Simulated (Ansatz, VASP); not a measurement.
**Two plane-wave programs on SnO2**

```
CELL_PARAMETERS angstrom
4.76417 0.00000 0.00000
0.00000 5.06073 0.00000
0.00000 0.00000 3.41856
ATOMIC_POSITIONS crystal
Sn 0.50000 0.50000 0.50000
Sn 0.00000 0.00000 0.00000
O 0.30800 0.31110 0.00000
O 0.80800 0.18890 0.50000
O 0.19200 0.81110 0.50000
O 0.69200 0.68890 0.00000
```

Change from the starting cell: volume 13.737 Å^3 an atom, stretch along a over the lengths across it, relative to the relaxed cell 0.9415.

Alike in both runs: functional LDA; k mesh 6 × 6 × 10; occupations gaussian, width 0.05 eV; no spin polarisation.

Ansatz relaxed the structure, and its values are those at the end. VASP's run is a single point on that final structure, the one shown.

|  | VASP | Ansatz |
| --- | --- | --- |
| version | VASP 6.6.1 | Ansatz 0.2.0 |
| potentials or method | VASP PAW LDA potentials, release 64 (Sn_d, O), cutoff 520 eV | scalar-relativistic, plane waves, PAW |
| valence electrons in the cell | 52 | 52 |

```tsv
	VASP	Ansatz	Ansatz less VASP
gap on the k mesh at the Fermi level (eV)	0.08	0.08	-0.001
least direct gap on the mesh (eV)	0.45	0.46	+0.008
pressure (GPa)	-21.9	-22.5	-0.66
rms of the force components (eV/Å)	0.009	0.002	-0.0071
```

Ansatz warns that its potentials were made for another functional, while VASP's fit it. LDA's correlation is that of Perdew and Zunger in VASP and of Perdew and Wang (1992) in Ansatz. Ansatz's warnings: stress scf threshold loose.
